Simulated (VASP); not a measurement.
# CuSi16 (a cell with a defect) in VASP: single point with PBE

Aim: the single point of CuSi16 (a cell with a defect) with PBE.

Program: VASP 6.6.1. These are calculated values, not measurements. Logs are shortened: lines on timing, memory, paths and dates and some standing lists are left out, and cuts for length are marked.

## Step 1: The cell of the first run

The cell holds a defect, 17 atoms: a = 7.679 Å, b = 7.679 Å, c = 7.679 Å, α = 60.00°, β = 60.00°, γ = 60.00°.

## Step 2: Single point, PBE

Contents of INCAR:

```
SYSTEM = CuSi16
PREC = Accurate
ENCUT = 520
EDIFF = 1E-6
ISMEAR = -1
SIGMA = 0.05
LREAL = Auto
LASPH = .True.
NELM = 60
ALGO = Normal
ISIF = 2
LWAVE = .False.
LCHARG = .False.
GGA = PE
NELECT = 74.0
NBANDS = 52
```

Contents of KPOINTS:

```
regular mesh
0
Gamma
  2 2 2
  0 0 0
```

Contents of POSCAR:

```
CuSi16
1.0
    0.0000000000      5.4300000000      5.4300000000
    5.4300000000      0.0000000000      5.4300000000
    5.4300000000      5.4300000000      0.0000000000
Si Cu
16 1
Direct
    0.0160849908      0.0105735727     -0.0374365562
    0.1166059853      0.1191763352      0.1227951197
   -0.0015954880     -0.0020037753      0.4941459484
    0.1364327808      0.1362985267      0.5905841621
   -0.0204552486      0.5073156538      0.0055607735
    0.1164747698      0.6410902394      0.1227145488
   -0.0014570902      0.5091305709      0.4940467772
    0.1142644567      0.6255823204      0.6342121547
    0.5083453959     -0.0167894107      0.0027115101
    0.6453343462      0.1171301105      0.1196761510
    0.5097269797     -0.0004982505      0.4910868324
    0.6254417127      0.1158470534      0.6313417127
    0.5081733886      0.5052417127      0.0025442910
    0.6088189687      0.6138007366      0.1627946593
    0.4875932781      0.4886833333      0.5348153775
    0.6255768877      0.6271059853      0.6312267956
    0.3121666667      0.3118480663      1.0636390424
```

Potentials or basis: VASP PAW PBE potentials, release 64 (Si, Cu).

Command:

```sh
$ cat potpaw_PBE.64/Si/POTCAR potpaw_PBE.64/Cu/POTCAR > POTCAR
$ mpirun -np 1 vasp_std > vasp.out
```

OUTCAR:

```text
SYSTEM = CuSi16
   PREC = Accurate
   ENCUT = 520
   EDIFF = 1E-6
   ISMEAR = -1
   LREAL = Auto
   LASPH = .True.
   NELM = 60
   ISIF = 2
   GGA = PE
   NELECT = 74.0

 ion  position               nearest neighbor table
   1  0.016  0.011  0.963-   2 2.33   6 2.33   4 2.33  10 2.34
   2  0.117  0.119  0.123-   3 2.33   1 2.33  17 2.35   5 2.44   9 2.46
   3  0.998  0.998  0.494-   2 2.33   8 2.34  12 2.34   4 2.34
   4  0.136  0.136  0.591-   1 2.33   3 2.34   7 2.34  11 2.35
   5  0.980  0.507  0.006-   8 2.33  14 2.34  17 2.37   6 2.43   2 2.44
   6  0.116  0.641  0.123-   7 2.33   1 2.33  17 2.35   5 2.43  13 2.46
   7  0.999  0.509  0.494-   6 2.33   8 2.34  16 2.34   4 2.34
   8  0.114  0.626  0.634-   5 2.33   7 2.34   3 2.34  15 2.35
   9  0.508  0.983  0.003-  12 2.33  14 2.33  17 2.35  10 2.43   2 2.46
  10  0.645  0.117  0.120-  11 2.33   1 2.34  17 2.37   9 2.43  13 2.43
  11  0.510  1.000  0.491-  10 2.33  12 2.34  16 2.34   4 2.35
  12  0.625  0.116  0.631-   9 2.33  11 2.34   3 2.34  15 2.34
  13  0.508  0.505  0.003-  16 2.33  14 2.33  17 2.35  10 2.43   6 2.46
  14  0.609  0.614  0.163-   9 2.33  13 2.33  15 2.33   5 2.34
  15  0.488  0.489  0.535-  14 2.33  16 2.34  12 2.34   8 2.35
  16  0.626  0.627  0.631-  13 2.33  11 2.34   7 2.34  15 2.34
  17  0.312  0.312  0.064-   2 2.35   6 2.35  13 2.35   9 2.35  10 2.37   5 2.37

  LATTYP: Found a face centered cubic cell.
 ALAT       =    10.8600000000

  Lattice vectors:

 A1 = (   0.0000000000,   5.4300000000,   5.4300000000)
 A2 = (   5.4300000000,   0.0000000000,   5.4300000000)
 A3 = (   5.4300000000,   5.4300000000,   0.0000000000)

Analysis of symmetry for initial positions (statically):
=====================================================================
 Subroutine PRICEL returns:
 Original cell was already a primitive cell.

 Routine SETGRP: Setting up the symmetry group for a
 face centered cubic supercell.

 Subroutine GETGRP returns: Found  1 space group operations
 (whereof  1 operations were pure point group operations)
 out of a pool of 48 trial point group operations.

The static configuration has the point symmetry C_1 .

Analysis of symmetry for dynamics (positions and initial velocities):
=====================================================================
 Subroutine PRICEL returns:
 Original cell was already a primitive cell.

 Routine SETGRP: Setting up the symmetry group for a
 face centered cubic supercell.

 Subroutine GETGRP returns: Found  1 space group operations
 (whereof  1 operations were pure point group operations)
 out of a pool of 48 trial point group operations.

The dynamic configuration has the point symmetry C_1 .

[... 120 lines left out ...]
   TEBEG  =    0.0;   TEEND  =   0.0 temperature during run
   PSTRESS=    0.0 pullay stress
   NELECT =      74.0000    total number of electrons
   NUPDOWN=      -1.0000    fix difference up-down
   EMIN   =  10.00;   EMAX   =-10.00  energy-range for DOS
   EFERMI =   0.00;   METHOD = LEGACY
   ISMEAR =    -1;   SIGMA  =   0.05  broadening in eV -4-tet -1-fermi 0-gaus
   EFERMI_NEDOS =   21; number of points for ismear=-14 and -15
   IALGO  =     38    algorithm
   IMIX   =      4    mixing-type and parameters
     AMIX     =   0.40;   BMIX     =  1.00
     AMIX_MAG =   1.60;   BMIX_MAG =  1.00
  volume/ion in A,a.u.               =      18.84       127.11
  Fermi-wavevector in a.u.,A,eV,Ry     =   1.004636  1.898488 13.732283  1.009294
  Thomas-Fermi vector in A             =   2.137265
   LORBIT       =      0    0 simple, 1 ext, 2 COOP (PROOUT), +10 PAW based schemes
   GGA     = PE    functional components
   LHFCALC =     F    Hartree Fock is set to
   AEXX    =    0.0000 exact exchange contribution
   IVDW    =     0    specifies the selected vdW correction
   LEPSILON=     F    determine dielectric tensor
   LRPA    =     F    only Hartree local field effects (RPA)
 non-spin polarized calculation
  energy-cutoff  :      520.00
  volume of cell :      320.21
 maximum number of plane-waves:      8646
 NGX is ok and might be reduce to    60
   NGX = 29   NGY = 29   NGZ = 29

 number of electron      73.9999995 magnetization

 Free energy of the ion-electron system (eV)
  ---------------------------------------------------
  ext. energy  EPLUGINS =         0.00000000
  ---------------------------------------------------
  free energy    TOTEN  =       -94.17878641 eV

  energy without entropy =      -94.15203008  energy(sigma->0) =      -94.16540824

 E-fermi :   6.4048     XC(G=0):  -9.6157

 val. band max:        6.3933728748   @ k =   0.0000   0.0000   0.0000
 cond. band min:       6.4155981430   @ k =   0.0000   0.0000   0.0000
 fundamental gap:      0.0222252682
 Fermi energy:         6.4047657083

 k-point     1 :       0.0000    0.0000    0.0000
  band No.  band energies     occupation
      1      -5.9002      2.00000
      2      -3.5568      2.00000
      3      -3.5059      2.00000
      4      -3.4917      2.00000
      5      -3.4758      2.00000
      6      -1.9477      2.00000
[... 405 lines left out ...]
     48      10.4281      0.00000
     49      10.4497      0.00000
 [bands above 49 left out]

------------------------ aborting loop because EDIFF is reached ----------------------------------------

  FORCE on cell =-STRESS in cart. coord.  units (eV):
  Direction    XX          YY          ZZ          XY          YZ          ZX
  --------------------------------------------------------------------------------------
  -------------------------------------------------------------------------------------
  Total       -0.8590028     -1.0276808     -0.8447729      0.4283530     -0.3934228     -0.0642289
  in kB       -4.2980916     -5.1420861     -4.2268911      2.1432995     -1.9685234     -0.3213747
  external PRESSURE =      -4.5556896 kB  Pullay stress =       0.0000000 kB

 VOLUME and BASIS-vectors are now :
 -----------------------------------------------------------------------------
  energy-cutoff  :      520.00
  volume of cell :      320.21
      direct lattice vectors                 reciprocal lattice vectors
     0.000000000  5.430000000  5.430000000    -0.092081031  0.092081031  0.092081031
     5.430000000  0.000000000  5.430000000     0.092081031 -0.092081031  0.092081031
     5.430000000  5.430000000  0.000000000     0.092081031  0.092081031 -0.092081031

 POSITION                                       TOTAL-FORCE (eV/Angst)
 -----------------------------------------------------------------------------------
      5.28413      5.31406      0.14476         0.001413     -0.013920     -0.003664
      1.31391      1.29995      1.28030        -0.013132     -0.010102      0.001099
      8.10233      8.10455     10.84046        -0.006155     -0.004142     -0.002469
      3.94697      3.94770      1.48093        -0.001259     -0.008117      0.003381
      2.78492      5.34912      8.07365         0.001764      0.000091     -0.001973
      4.14746      1.29880      4.11358         0.002443     -0.013415      0.016134
[... 9 lines left out ...]
      6.83275      6.82444      6.80207         0.004433      0.006342      0.000957
      2.03890      2.04063      3.38840         0.001517     -0.000065     -0.006416
 -----------------------------------------------------------------------------------
    total drift:                                0.000669     -0.000144      0.002024

  FREE ENERGIE OF THE ION-ELECTRON SYSTEM (eV)
  ---------------------------------------------------
  free  energy   TOTEN  =       -94.1787864074 eV

  energy  without entropy=      -94.1520300809  energy(sigma->0) =      -94.16540824
```

stdout:

```text
POSCAR found type information on POSCAR SiCu
 POSCAR found :  2 types and      17 ions
 scaLAPACK will be used
 LDA part: xc-table for (Slater+PW92), standard interpolation
 POSCAR, INCAR and KPOINTS ok, starting setup
 FFT: planning ... GRIDC
 FFT: planning ... GRID_SOFT
 FFT: planning ... GRID
 WAVECAR not read
 entering main loop
 the old and the new charge density differ
 old charge density:    75.00000 new   74.00000
    0.216E+01
```

It took 8.1 min on 1 thread of Intel Xeon 8259CL, shared host; peak memory 0.47 GiB.

What came out:

* Free energy: -94.1788 eV
* Largest force: 0.022 eV/Å

Forces on the atoms (eV/Å):
```
Si   0.001 -0.014 -0.004
Si  -0.013 -0.010  0.001
Si  -0.006 -0.004 -0.002
Si  -0.001 -0.008  0.003
Si   0.002  0.000 -0.002
Si   0.002 -0.013  0.016
Si   0.001 -0.003  0.003
Si  -0.005 -0.003  0.005
Si   0.001  0.003 -0.008
Si  -0.001  0.004  0.000
Si   0.001  0.003 -0.003
Si   0.000  0.010 -0.007
Si   0.017  0.012  0.006
Si  -0.005  0.010 -0.003
Si   0.000  0.007  0.001
Si   0.004  0.006  0.001
Cu   0.002  0.000 -0.006
```

Caveat: the k points lie up to 0.50 Å⁻¹ apart; the cell carries a net charge on a neutralising background, which shifts energy and pressure; the cell is charged against a uniform background, so pressure and absolute levels hang on convention.
